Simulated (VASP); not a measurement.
Set up this calculation in VASP 6.6.1, as the native input.

```yaml
Task: single point
Functional: PBE
Potentials_or_basis: VASP PAW PBE potentials, release 64 (Na_pv, Cl, Mg)
Cutoff: 520 eV
k_mesh: 1 × 1 × 1
Occupations: fermi-dirac, width 0.05 eV
Spin: no spin polarisation
Dipole_correction: no
Further_INCAR_settings: LREAL = Auto; ALGO = Normal; EDIFF = 1e-06; NBANDS = 87; ISYM = 0
```

The structure of NaMg2Cl5 lies in POSCAR:

```
NaMg2Cl5
1.0
    8.4867630000     -0.1409510000      0.2958770000
   -0.1409510000      8.3834470000      0.0484200000
    0.2958770000      0.0484200000      8.4326000000
Na Cl Mg
3 15 6
Direct
    0.5185372906      0.4427890723      0.8907399729
    0.9226465417      0.3936603214      0.5874950877
    0.1975986813      0.0975881320      0.8370673194
    0.9840586762      0.0498370785      0.6170497308
    0.0739225764      0.6515216937      0.4431613416
    0.7603118196      0.8547314068      0.3586795443
    0.3976696981      0.9170018209      0.4114576115
    0.7077100695      0.8420889144      0.9443134884
    0.3954277700      0.5800851561      0.1616848059
    0.2968089310      0.3887754613      0.6238546304
    0.0978415627      0.9007426914      0.1207610904
    0.7527244664      0.2813030935      0.3516251746
    0.2993989847      0.7938184568      0.8014792634
    0.4765265872      0.1665206165      0.0683629977
    0.6244114042      0.6110216255      0.6200330100
    0.1234172032      0.2824051426      0.3101245916
   -0.0018699812      0.4659143524      0.9483507710
    0.5690272829      0.1333236132      0.6711383660
    0.7471256945      0.8802346041      0.6605320697
    0.4695685240      0.2079135735      0.4174871687
    0.4549234098      0.8730834505      0.0422568277
    0.3494363872      0.6721970564      0.5519829031
    0.9419417698      0.0537964428      0.3018588895
    0.1055021792      0.5342931128      0.1884065246
```

The input as run:

INCAR

```
SYSTEM = NaMg2Cl5
  PREC = Accurate
  ENCUT = 520
  EDIFF = 1E-6
  ISMEAR = -1
  SIGMA = 0.05
  LREAL = Auto
  LASPH = .True.
  NELM = 80
  ALGO = Normal
  ISIF = 2
  LWAVE = .False.
  LCHARG = .False.
  GGA = PE
  ISYM = 0
  NBANDS = 87
```

KPOINTS

```
regular mesh
0
Gamma
  1 1 1
  0 0 0
```

Potentials or basis: VASP PAW PBE potentials, release 64 (Na_pv, Cl, Mg).

Command:

```sh
$ cat potpaw_PBE.64/Na_pv/POTCAR potpaw_PBE.64/Cl/POTCAR potpaw_PBE.64/Mg/POTCAR > POTCAR
$ mpirun -np 1 vasp_gam > vasp.out
```

Results of the run:

The pressure is 0.6 GPa, the largest force is 1.067 eV/Å and the band gap on the k mesh is 3.69 eV.

Caveat: the k points lie up to 0.75 Å⁻¹ apart.

Wall time 76 s on 1 thread of Intel(R) Xeon(R) Platinum 8259CL CPU @ 2.50GHz (Skylake/Cascade Lake), on a shared host, peak memory 0.53 GiB.
